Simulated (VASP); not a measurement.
Ca: single point with PBE

Crystal: Ca.

```
CELL_PARAMETERS angstrom
-2.20520 2.20520 2.19611
2.20520 -2.20520 2.19611
2.20520 2.20520 -2.19611
ATOMIC_POSITIONS crystal
Ca 0.50000 0.50000 0.00000
```

This isn't the form of Ca at room conditions, which is fcc.

| Quantity | Value |
| --- | --- |
| Program | VASP 6.6.1 |
| Task | single point |
| Functional | PBE |
| Potentials or basis | VASP PAW PBE potentials, release 64 (Ca_sv) |
| Cutoff | 520 eV |
| k mesh | 12 × 12 × 12 |
| Occupations | gaussian, width 0.05 eV |
| Spin | no spin polarisation |
| Dipole correction | no |
| Further INCAR settings | ALGO = Normal; EDIFF = 1e-06; NBANDS = 11 |

```json
{
 "Pressure": "-0.2 GPa",
 "Band gap on the k mesh": "zero (bands 5 and 6 overlap by 0.39 eV)"
}
```

Levels at points of the mesh, in eV from the Fermi level:
| k point | band 1 | band 2 | band 3 | band 4 | band 5 | band 6 | band 7 | band 8 | band 9 | band 10 |
| --- | --- | --- | --- | --- | --- | --- | --- | --- | --- | --- |
| (0.00, 0.00, 0.00) | -42.11 | -23.02 | -23.02 | -23.02 | -4.06 | 2.25 | 2.27 | 2.27 | 3.29 | 3.31 |
| (0.50, 0.00, 0.00) | -42.09 | -23.16 | -23.07 | -23.02 | -0.91 | -0.05 | 1.31 | 3.21 | 3.57 | 4.32 |
| (0.50, 0.50, 0.00) | -42.09 | -23.16 | -23.07 | -23.02 | -0.92 | -0.06 | 1.33 | 3.19 | 3.56 | 4.31 |
| (0.50, 0.50, 0.50) | -42.08 | -23.12 | -23.12 | -23.12 | 0.04 | 0.05 | 3.84 | 3.84 | 3.91 | 4.09 |

Wall time 36 s on 1 thread of Intel(R) Xeon(R) Platinum 8375C CPU @ 2.90GHz (Ice Lake), with other jobs on the host, peak memory 0.21 GiB.
